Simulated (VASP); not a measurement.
# InO in VASP: single point with PBEsol

Aim: the single point of InO with PBEsol.

Everything below comes from runs of VASP 6.6.1. Logs are shortened: lines on timing, memory, paths and dates and some standing lists are left out, and cuts for length are marked.

### Step 1. The cell of the first run

The cell holds a slab with vacuum, 4 atoms: a = 3.394 Å, b = 3.394 Å, c = 15.839 Å, α = 90.00°, β = 90.00°, γ = 120.00°.

### Step 2. Single point, PBEsol

INCAR

```
ALGO = Normal
EDIFF = 1E-7
ENCUT = 520
GGA = PS
ISIF = 2
ISMEAR = 0
LASPH = T
LCHARG = F
LREAL = F
LWAVE = F
NBANDS = 27
NELM = 100
PREC = Accurate
SIGMA = 0.02
```

KPOINTS

```
k-points
0
Gamma
  12 12 4
```

POSCAR

```
InO
1.0
    3.3943262927      0.0000000000      0.0000000000
   -1.6971631464      2.9395727982      0.0000000000
    0.0000000000      0.0000000000     15.8392069316
In O
2 2
Direct
    0.6666666667      0.3333333333      0.5887186501
    0.6666666667      0.3333333333      0.4112813499
    0.0000000000      0.0000000000      0.6389667906
    0.0000000000      0.0000000000      0.3610332094
```

Potentials or basis: VASP PAW PBE potentials, release 64 (In_d, O).

On the command line:

```sh
cat potpaw_PBE.64/In_d/POTCAR potpaw_PBE.64/O/POTCAR > POTCAR
mpirun -np 1 vasp_std > vasp.out
```

OUTCAR:

```text
EDIFF = 1E-7
   ENCUT = 520
   GGA = PS
   ISIF = 2
   ISMEAR = 0
   LASPH = T
   LREAL = F
   NELM = 100
   PREC = Accurate

 ion  position               nearest neighbor table
   1  0.667  0.333  0.589-   3 2.12   3 2.12   3 2.12   2 2.81
   2  0.667  0.333  0.411-   4 2.12   4 2.12   4 2.12   1 2.81
   3  0.000  0.000  0.639-   1 2.12   1 2.12   1 2.12
   4  0.000  0.000  0.361-   2 2.12   2 2.12   2 2.12

  LATTYP: Found a hexagonal cell.
 ALAT       =     3.3943262927
 C/A-ratio  =     4.6663772324

  Lattice vectors:

 A1 = (   3.3943262927,   0.0000000000,   0.0000000000)
 A2 = (  -1.6971631464,   2.9395727982,   0.0000000000)
 A3 = (   0.0000000000,   0.0000000000,  15.8392069316)

Analysis of symmetry for initial positions (statically):
=====================================================================
 Subroutine PRICEL returns:
 Original cell was already a primitive cell.

 Routine SETGRP: Setting up the symmetry group for a
 hexagonal supercell.

 Subroutine GETGRP returns: Found 12 space group operations
 (whereof 12 operations were pure point group operations)
 out of a pool of 24 trial point group operations.

The static configuration has the point symmetry D_3h.

Analysis of symmetry for dynamics (positions and initial velocities):
=====================================================================
 Subroutine PRICEL returns:
 Original cell was already a primitive cell.

 Routine SETGRP: Setting up the symmetry group for a
 hexagonal supercell.

 Subroutine GETGRP returns: Found 12 space group operations
 (whereof 12 operations were pure point group operations)
 out of a pool of 24 trial point group operations.

The dynamic configuration has the point symmetry D_3h.

 Subroutine INISYM returns: Found 12 space group operations
 (whereof 12 operations are pure point group operations),
 and found     1 'primitive' translations

----------------------------------------------------------------------------------------

                                     Primitive cell

  volume of cell :     158.0415

  direct lattice vectors                    reciprocal lattice vectors
     3.394326293  0.000000000  0.000000000     0.294609273  0.170092743  0.000000000
    -1.697163146  2.939572798  0.000000000     0.000000000  0.340185486  0.000000000
     0.000000000  0.000000000 15.839206932     0.000000000  0.000000000  0.063134474

  length of vectors
     3.394326293  3.394326293 15.839206932     0.340185486  0.340185486  0.063134474

  position of ions in fractional coordinates (direct lattice)
     0.666666667  0.333333333  0.588718650
     0.666666667  0.333333333  0.411281350
     0.000000000  0.000000000  0.638966791
     0.000000000  0.000000000  0.361033209

  ion indices of the primitive-cell ions
   primitive index   ion index
                 1           1
                 2           2
                 3           3
                 4           4

----------------------------------------------------------------------------------------

 KPOINTS: k-points

Automatic generation of k-mesh.
 Grid dimensions read from file:
 generate k-points for:   12   12    4

 Generating k-lattice:

  Cartesian coordinates                     Fractional coordinates (reciprocal lattice)
     0.024550773  0.014174395  0.000000000     0.083333333 -0.000000000  0.000000000
     0.000000000  0.028348790  0.000000000     0.000000000  0.083333333  0.000000000
     0.000000000  0.000000000  0.015783619     0.000000000  0.000000000  0.250000000

  Length of vectors
     0.028348790  0.028348790  0.015783619

  Shift w.r.t. Gamma in fractional coordinates (k-lattice)
     0.000000000  0.000000000  0.000000000

 Subroutine IBZKPT returns following result:
 ===========================================

 Found     57 irreducible k-points:

 Following reciprocal coordinates:
            Coordinates               Weight
  0.000000  0.000000  0.000000      1.000000
  0.083333  0.000000  0.000000      6.000000
  0.166667  0.000000  0.000000      6.000000
  0.250000  0.000000  0.000000      6.000000
  0.333333  0.000000  0.000000      6.000000
  0.416667  0.000000  0.000000      6.000000
[... 16 lines left out ...]
  0.250000  0.000000  0.250000     12.000000
  0.333333  0.000000  0.250000     12.000000
 [... further k-points ...]
   k-points           NKPTS =     57   k-points in BZ     NKDIM =     57   number of bands    NBANDS=     27
   number of dos      NEDOS =    301   number of ions     NIONS =      4
   total plane-waves  NPLWV =  94080
   dimension x,y,z NGX =    28 NGY =   28 NGZ =  120
   dimension x,y,z NGXF=    56 NGYF=   56 NGZF=  240
   ions per type =               2   2
   NGX,Y,Z   is equivalent  to a cutoff of  13.71, 13.71, 12.60 a.u.
   NGXF,Y,Z  is equivalent  to a cutoff of  27.43, 27.43, 25.19 a.u.
 SYSTEM =  unknown system
   PREC   = accura    normal or accurate (medium, high low for compatibility)
   ISTART =      0    job   : 0-new  1-cont  2-samecut
   ICHARG =      2    charge: 1-file 2-atom 10-const
   ISPIN  =      1    spin polarized calculation?
   LNONCOLLINEAR =      F non collinear calculations
   LSORBIT =      F    spin-orbit coupling
   LASPH  =      T    aspherical Exc in radial PAW
   ENCUT  =  520.0 eV  38.22 Ry    6.18 a.u.   6.31  6.31 29.45*2*pi/ulx,y,z
   NELM   =    100;   NELMIN=  2; NELMDL= -5     # of ELM steps
   EDIFF  = 0.1E-06   stopping-criterion for ELM
   LREAL  =      F    real-space projection
   EDIFFG = 0.1E-05   stopping-criterion for IOM
   NSW    =      0    number of steps for IOM
   IBRION =     -1    ionic relax: 0-MD 1-quasi-New 2-CG
   NFREE  =      0    steps in history (QN), initial steepest desc. (CG)
   ISIF   =      2    stress and relaxation
   ISYM   =      2    0-nonsym 1-usesym 2-fastsym
   POTIM  = 0.5000    time-step for ionic-motion
   TEBEG  =    0.0;   TEEND  =   0.0 temperature during run
   PSTRESS=    0.0 pullay stress
   NELECT =      38.0000    total number of electrons
   NUPDOWN=      -1.0000    fix difference up-down
   EMIN   =  10.00;   EMAX   =-10.00  energy-range for DOS
   EFERMI =   0.00;   METHOD = LEGACY
   ISMEAR =     0;   SIGMA  =   0.02  broadening in eV -4-tet -1-fermi 0-gaus
   EFERMI_NEDOS =   21; number of points for ismear=-14 and -15
   IALGO  =     38    algorithm
   IMIX   =      4    mixing-type and parameters
     AMIX     =   0.40;   BMIX     =  1.00
     AMIX_MAG =   1.60;   BMIX_MAG =  1.00
  volume/ion in A,a.u.               =      39.51       266.63
  Fermi-wavevector in a.u.,A,eV,Ry     =   1.017995  1.923731 14.099904  1.036314
  Thomas-Fermi vector in A             =   2.151427
   LORBIT       =      0    0 simple, 1 ext, 2 COOP (PROOUT), +10 PAW based schemes
   GGA     = PS    functional components
   LHFCALC =     F    Hartree Fock is set to
   AEXX    =    0.0000 exact exchange contribution
   IVDW    =     0    specifies the selected vdW correction
   LEPSILON=     F    determine dielectric tensor
   LRPA    =     F    only Hartree local field effects (RPA)
 non-spin polarized calculation
 Gauss-broadening in eV      SIGMA  =   0.02
  energy-cutoff  :      520.00
  volume of cell :      158.04
 maximum number of plane-waves:      4285
 NGX is ok and might be reduce to    28
   NGX = 13   NGY = 13   NGZ = 59

 number of electron      37.9999996 magnetization

 Free energy of the ion-electron system (eV)
  ---------------------------------------------------
  ext. energy  EPLUGINS =         0.00000000
  ---------------------------------------------------
  free energy    TOTEN  =       -20.81784820 eV

  energy without entropy =      -20.81784820  energy(sigma->0) =      -20.81784820

 E-fermi :  -1.4037     XC(G=0):  -4.9981

 val. band max:       -1.5724993306   @ k =   0.3333   0.3333   0.2500
 cond. band min:      -1.1390613243   @ k =   0.0000   0.0000   0.5000
 fundamental gap:      0.4334380063
 Fermi energy:        -1.4036942506

 k-point     1 :       0.0000    0.0000    0.0000
  band No.  band energies     occupation
      1     -19.4056      2.00000
      2     -19.3818      2.00000
      3     -15.0861      2.00000
      4     -15.0861      2.00000
      5     -15.0357      2.00000
      6     -15.0357      2.00000
[... 19 lines left out ...]
     26       8.0832      0.00000
     27       8.0832      0.00000

 k-point     2 :       0.0833    0.0000    0.0000
  band No.  band energies     occupation
      1     -19.3932      2.00000
      2     -19.3706      2.00000
      3     -15.1143      2.00000
      4     -15.0663      2.00000
      5     -15.0143      2.00000
      6     -15.0141      2.00000
[... 19 lines left out ...]
     26       7.1275      0.00000
     27       7.9479      0.00000

 k-point     3 :       0.1667    0.0000    0.0000
  band No.  band energies     occupation
      1     -19.3616      2.00000
      2     -19.3426      2.00000
      3     -15.1262      2.00000
      4     -15.0163      2.00000
      5     -14.9554      2.00000
      6     -14.9504      2.00000
[... 19 lines left out ...]
     26       7.1559      0.00000
     27       7.6423      0.00000

 k-point     4 :       0.2500    0.0000    0.0000
  band No.  band energies     occupation
      1     -19.3245      2.00000
      2     -19.3093      2.00000
      3     -15.1108      2.00000
      4     -14.9646      2.00000
      5     -14.8802      2.00000
      6     -14.8779      2.00000
[... 19 lines left out ...]
     26       7.3202      0.00000
     27       7.6333      0.00000

 k-point     5 :       0.3333    0.0000    0.0000
  band No.  band energies     occupation
      1     -19.2944      2.00000
      2     -19.2818      2.00000
      3     -15.0907      2.00000
      4     -14.9387      2.00000
      5     -14.9042      2.00000
      6     -14.8289      2.00000
[... 19 lines left out ...]
     26       7.0652      0.00000
     27       7.9907      0.00000

 k-point     6 :       0.4167    0.0000    0.0000
  band No.  band energies     occupation
      1     -19.2767      2.00000
      2     -19.2654      2.00000
      3     -15.0833      2.00000
      4     -14.9331      2.00000
      5     -14.9127      2.00000
      6     -14.8313      2.00000
[... 444 lines left out ...]
      1     -19.3932      2.00000
      2     -19.3707      2.00000
      3     -15.1143      2.00000
      4     -15.0663      2.00000
      5     -15.0143      2.00000
      6     -15.0141      2.00000
[... 19 lines left out ...]
     26       7.3605      0.00000
     27       7.9479      0.00000

 k-point    22 :       0.1667    0.0000    0.2500
  band No.  band energies     occupation
      1     -19.3616      2.00000
      2     -19.3426      2.00000
      3     -15.1262      2.00000
      4     -15.0163      2.00000
      5     -14.9554      2.00000
      6     -14.9504      2.00000
[... 19 lines left out ...]
     26       7.6089      0.00000
     27       7.6422      0.00000

 k-point    23 :       0.2500    0.0000    0.2500
  band No.  band energies     occupation
      1     -19.3245      2.00000
      2     -19.3093      2.00000
      3     -15.1108      2.00000
      4     -14.9646      2.00000
      5     -14.8802      2.00000
      6     -14.8779      2.00000
[... 19 lines left out ...]
     26       7.2456      0.00000
     27       7.3202      0.00000

 k-point    24 :       0.3333    0.0000    0.2500
  band No.  band energies     occupation
      1     -19.2944      2.00000
      2     -19.2818      2.00000
      3     -15.0907      2.00000
      4     -14.9387      2.00000
      5     -14.9042      2.00000
      6     -14.8289      2.00000
[... 19 lines left out ...]
     26       7.0652      0.00000
     27       7.7349      0.00000

 [... further k-points ...]
[... 5 lines left out ...]
  --------------------------------------------------------------------------------------
  -------------------------------------------------------------------------------------
  Total        0.1543326      0.1543326     -0.0056150     -0.0000000      0.0000000     -0.0000000
  in kB        1.5645770      1.5645770     -0.0569233     -0.0000000      0.0000000     -0.0000000
  external PRESSURE =       1.0240769 kB  Pullay stress =       0.0000000 kB

 VOLUME and BASIS-vectors are now :
 -----------------------------------------------------------------------------
  energy-cutoff  :      520.00
  volume of cell :      158.04
      direct lattice vectors                 reciprocal lattice vectors
     3.394326293  0.000000000  0.000000000     0.294609273  0.170092743  0.000000000
    -1.697163146  2.939572798  0.000000000     0.000000000  0.340185486  0.000000000
     0.000000000  0.000000000 15.839206932     0.000000000  0.000000000  0.063134474

 POSITION                                       TOTAL-FORCE (eV/Angst)
 -----------------------------------------------------------------------------------
      1.69716      0.97986      9.32484         0.000000      0.000000     -0.036384
      1.69716      0.97986      6.51437        -0.000000     -0.000000      0.036384
      0.00000      0.00000     10.12073         0.000000      0.000000      0.037927
      0.00000      0.00000      5.71848        -0.000000      0.000000     -0.037927
 -----------------------------------------------------------------------------------
    total drift:                               -0.000001      0.000000      0.000000

  FREE ENERGIE OF THE ION-ELECTRON SYSTEM (eV)
  ---------------------------------------------------
  free  energy   TOTEN  =       -20.8178481992 eV

  energy  without entropy=      -20.8178481992  energy(sigma->0) =      -20.81784820
```

Run time: 10 min. Hardware: 1 thread of Intel Xeon 8259CL, shared host; peak memory 0.42 GiB.

What came out:

```
Free energy            : -20.8178 eV
Largest force          : 0.038 eV/Å
Band gap on the k mesh : 0.43 eV, indirect (least direct gap 1.21 eV)
```

Forces on the atoms (eV/Å):
```
In   0.000  0.000 -0.036
In   0.000  0.000  0.036
O    0.000  0.000  0.038
O    0.000  0.000 -0.038
```

Levels at points of the mesh, in eV from the valence-band top:
```csv
k point,band 16,band 17,band 18,band 19,band 20,band 21,band 22,band 23
"(0.00, 0.00, 0.00)",-1.74,-1.71,-1.71,-0.78,0.43,3.36,6.28,6.36
"(0.50, 0.00, 0.00)",-2.71,-2.59,-2.08,-0.27,2.27,4.40,5.42,7.11
"(0.00, 0.00, 0.50)",-1.74,-1.71,-1.71,-0.78,0.43,3.36,6.07,6.78
"(0.50, 0.00, 0.50)",-2.71,-2.59,-2.08,-0.27,2.27,4.40,5.42,7.11
```

Caveat: the PAW data sets were made with another functional, which shifts forces and pressure a little; spin-orbit coupling is left out, which moves the levels of the heavy elements.
